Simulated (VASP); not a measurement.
Write the native input for VASP 6.6.1 that does the following.

| Item | Value |
| --- | --- |
| Task | single point |
| Functional | LDA |
| Potentials or basis | VASP PAW LDA potentials, release 64 (W_sv) |
| Cutoff | 520 eV |
| k mesh | 2 × 2 × 2 |
| Occupations | fermi-dirac, width 0.1 eV |
| Spin | no spin polarisation |
| Dipole correction | no |
| Further INCAR settings | ALGO = Normal; EDIFF = 1e-07; NBANDS = 13 |

The structure of W lies in POSCAR:

```
W
1.0
   -1.5676867250      1.5676867250      1.5676867250
    1.5676867250     -1.5676867250      1.5676867250
    1.5676867250      1.5676867250     -1.5676867250
W
1
Direct
    0.0000000000      0.0000000000      0.0000000000
```

One way to write it, as run:

INCAR

```
SYSTEM = W
ALGO = Normal
EDIFF = 1E-7
ENCUT = 520
ISIF = 2
ISMEAR = -1
LASPH = .True.
LCHARG = .True.
LELF = .True.
LREAL = .False.
LVHAR = .True.
LWAVE = .False.
NBANDS = 13
NELM = 60
PREC = Accurate
SIGMA = 0.1
```

KPOINTS

```
k-points
0
Gamma
  2 2 2
  0 0 0
```

Potentials or basis: VASP PAW LDA potentials, release 64 (W_sv).

Run with:

```console
$ cat potpaw_LDA.64/W_sv/POTCAR > POTCAR
$ mpirun -np 1 vasp_std > vasp.out
```

It gave:

```json
{
  "Pressure": "17.8 GPa",
  "Band gap on the k mesh": "zero (band 7 reaches 16.70 eV, above the bottom of band 8 at 10.17 eV)"
}
```

Caveat: the k points lie up to 1.42 Å⁻¹ apart; spin-orbit coupling is left out, which moves the levels of the heavy elements.

Wall time 1 s on 1 thread of Intel(R) Xeon(R) 6975P-C (Granite Rapids), on a shared host, peak memory 0.11 GiB.
